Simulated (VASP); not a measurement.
Set up this calculation in VASP 6.6.1, as the native input.

```yaml
Task: single point
Functional: PBE
Potentials_or_basis: VASP PAW PBE potentials, release 64 (Sn_d, O)
Cutoff: 520 eV
k_mesh: 10 × 10 × 8
Occupations: gaussian, width 0.01 eV
Spin: no spin polarisation
Dipole_correction: no
Further_INCAR_settings: ALGO = Normal; EDIFF = 1e-06; NBANDS = 28
```

The structure of SnO lies in POSCAR:

```
SnO
1.0
    4.1003585939      0.0000000000      0.0000000000
    0.0000000000      4.1003585939      0.0000000000
    0.0000000000      0.0000000000      4.8838555462
Sn O
2 2
Direct
    0.0000000000      0.5000000000      0.2239738946
    0.5000000000      0.0000000000      0.7760261054
    0.5000000000      0.5000000000      0.0000000000
    0.0000000000      0.0000000000      0.0000000000
```

This cell differs from its parent crystal: biaxial strain in the a-b plane: +6.0 %.

One way to write it, as run:

INCAR

```
  ALGO = Normal
  EDIFF = 1E-6
  ENCUT = 520
  GGA = PE
  ISIF = 2
  ISMEAR = 0
  LASPH = True
  LCHARG = False
  LREAL = False
  LWAVE = False
  NBANDS = 28
  NELM = 60
  PREC = Accurate
  SIGMA = 0.01
```

KPOINTS

```
k-points
0
Gamma
  10 10 8
```

Potentials or basis: VASP PAW PBE potentials, release 64 (Sn_d, O).

The run is started by

```console
$ cat potpaw_PBE.64/Sn_d/POTCAR potpaw_PBE.64/O/POTCAR > POTCAR
$ mpirun -np 1 vasp_std > vasp.out
```

Results of the run:

```json
{"Pressure": "-5.4 GPa", "Largest force": "0.188 eV/Å", "Band gap on the k mesh": "1.10 eV (least direct gap 1.78 eV)"}
```

Caveat: the cell differs from its parent crystal (biaxial strain in the a-b plane: +6.0 %); the stress differs along the axes, from -8 to -1 GPa; spin-orbit coupling is left out, which moves the levels of the heavy elements.

Wall time 2.1 min on 1 thread of Intel(R) Xeon(R) Platinum 8488C (Sapphire Rapids) (shared host), peak memory 0.31 GiB.
